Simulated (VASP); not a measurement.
BP: single point with r2SCAN

Crystal: BP.

```
B P
1.0
     0.00000    2.17824    2.08748
     2.17824    0.00000    2.08748
     2.17824    2.17824    0.00000
B P
1 1
Direct
  0.00000 0.00000 0.00000
  0.75000 0.75000 0.75000
```

This cell differs from its parent crystal: strain -0.040 along x and y, -0.080 along z.

* Program: VASP 6.6.1
* Task: single point
* Functional: r2SCAN
* Potentials or basis: VASP PAW PBE potentials, release 64 (B, P)
* Cutoff: 520 eV
* k mesh: 10 × 10 × 10
* Occupations: gaussian, width 0.05 eV
* Spin: no spin polarisation

- Pressure: 36.8 GPa
- Band gap on the k mesh: 0.51 eV, indirect (least direct gap 3.51 eV)

Stress tensor (GPa, compression positive):
```
32.48  0.00  0.00
 0.00 32.48  0.00
 0.00  0.00 45.51
```

Levels at points of the mesh, in eV from the valence-band top:
```
           k point  band 1  band 2  band 3  band 4  band 5  band 6  band 7  band 8
(0.00, 0.00, 0.00)  -18.16   -0.45   -0.45    0.00    3.51    3.76    3.76   10.44
(0.50, 0.00, 0.00)  -13.97  -11.08   -2.68   -2.04    4.44    4.55    5.62   11.29
(0.50, 0.50, 0.00)  -11.69  -10.02   -5.63   -5.63    0.53    1.00   14.37   14.37
(0.50, 0.00, 0.50)  -12.23  -10.50   -5.13   -5.03    1.07    1.73   13.76   15.06
```

Run time: 3.7 min on 1 thread of AMD EPYC 7R13 (shared host), peak memory 0.12 GiB.

Caveat: the cell differs from its parent crystal (strain -0.040 along x and y, -0.080 along z); the PAW data sets were made with another functional, which shifts forces and pressure a little. A k mesh can miss the band edges.
